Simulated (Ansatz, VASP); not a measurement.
# Two plane-wave programs on WS2

```
CELL_PARAMETERS angstrom
1.61015 0.92962 6.61937
-1.61015 0.92962 6.61937
0.00000 -1.85924 6.61937
ATOMIC_POSITIONS crystal
W 0.99934 0.99934 0.99934
S 0.75278 0.75278 0.75278
S 0.57917 0.57917 0.57917
```

Alike in both runs: task single point; functional PBE; dispersion D3(BJ); k mesh 12 × 12 × 12; occupations gaussian, width 0.05 eV; no spin polarisation.

|  | VASP | Ansatz |
| --- | --- | --- |
| version | VASP 6.6.1 | Ansatz 0.2.0 |
| potentials or method | VASP PAW PBE potentials, release 64 (W_sv, S), cutoff 520 eV | scalar-relativistic, plane waves, PAW |
| valence electrons in the cell | 26 | 26 |

```tsv
	VASP	Ansatz	Ansatz less VASP
gap on the k mesh at the Fermi level (eV)	1.16	1.16	-0.001
least direct gap on the mesh (eV)	1.96	1.96	-0.001
pressure (GPa)	-17.1	-17.1	+0.05
traceless stress, the component that is largest in VASP (GPa)	-8.89	-8.89	+0.001
rms of the force components (eV/Å)	1.228	1.228	0.0000
```

Atom by atom the forces differ by 0.000 eV/Å (rms over components).

Spin-orbit coupling is off throughout.
